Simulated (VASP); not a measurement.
Runs of VASP 6.6.1 on GaCuSe2. The structure is that of space group P-4m2 (No. 115), or close to it. The cells are those of the table. 

| task | level | potentials or basis | cell | cutoff (eV) | gap on the mesh (eV) | pressure (GPa) | relaxed volume (Å³/atom) | largest force (eV/Å) |
| --- | --- | --- | --- | --- | --- | --- | --- | --- |
| single point | LDA | VASP PAW LDA potentials, release 64 (Cu, Se, Ga_d) | a = 3.931, b = 3.931, c = 5.642 Å, 4 atoms | 520 | none | -2.9 | - | 0.25 |
| single point | PBE | VASP PAW PBE potentials, release 64 (Cu, Se, Ga_d) | a = 3.991, b = 3.991, c = 5.689 Å, 4 atoms | 520 | none | (b) | - | 0.01 |
| single point | r2SCAN | VASP PAW PBE potentials, release 64 (Cu, Se, Ga_d) | a = 3.931, b = 3.931, c = 5.642 Å, 4 atoms | 520 | (a) | 0.1 | - | - |
| relaxation of cell and atoms | LDA | VASP PAW LDA potentials, release 64 (Cu, Se, Ga_d) | relaxed from a = 3.991, b = 3.991, c = 5.689 Å, 4 atoms | 600 | none | 0.0 | 20.90 | - |
| relaxation of cell and atoms | PBE | VASP PAW PBE potentials, release 64 (Cu, Se, Ga_d) | relaxed from a = 3.931, b = 3.931, c = 5.560 Å, 4 atoms | 600 | none | 0.0 | 22.72 | - |

Alike in all rows: no spin polarisation; k mesh 6 × 6 × 4; smearing fermi-dirac 0.02 eV.

Question: Fill in the values left out.

Answer: (a) 0.22; (b) 0.2.

Caveats: the PAW data sets were made with another functional, which shifts forces and pressure a little (some runs).

A k mesh can miss the band edges, and the runs leave out spin-orbit coupling on Ga, Se.

A gap of «none» marks levels without a gap at the run's occupations.
